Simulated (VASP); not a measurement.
A run of VASP 6.6.1 is set up as follows.

INCAR

```
PREC = Accurate
ENCUT = 600
EDIFF = 1E-6
ISMEAR = 0
SIGMA = 0.1
LREAL = False
LASPH = True
NELM = 120
ALGO = Normal
ISIF = 2
LWAVE = False
LCHARG = True
GGA = RP
LELF = True
LVHAR = True
NBANDS = 11
GGA_COMPAT = False
```

Contents of KPOINTS:

```
Automatic mesh
0
Gamma
  8 8 8
```

Contents of POSCAR:

```
BN
1.0
    0.0000000000      1.8130010000      1.8130010000
    1.8130010000      0.0000000000      1.8130010000
    1.8130010000      1.8130010000      0.0000000000
B N
1 1
Direct
    0.0000000000      0.0000000000      0.0000000000
    0.2500000000      0.2500000000      0.2500000000
```

Potentials or basis: VASP PAW PBE potentials, release 64 (B, N).

The run is started by

```sh
$ cat potpaw_PBE.64/B/POTCAR potpaw_PBE.64/N/POTCAR > POTCAR
$ mpirun -np 1 vasp_std > vasp.out
```

(1) Predict the pressure.

(2) Estimate the band gap on the k mesh.

Results:

(1) 5.4 GPa.

(2) 4.48 eV (least direct gap 8.83 eV).

Caveat: the cell stands under pressure; the PAW data sets were made with another functional, which shifts forces and pressure a little.
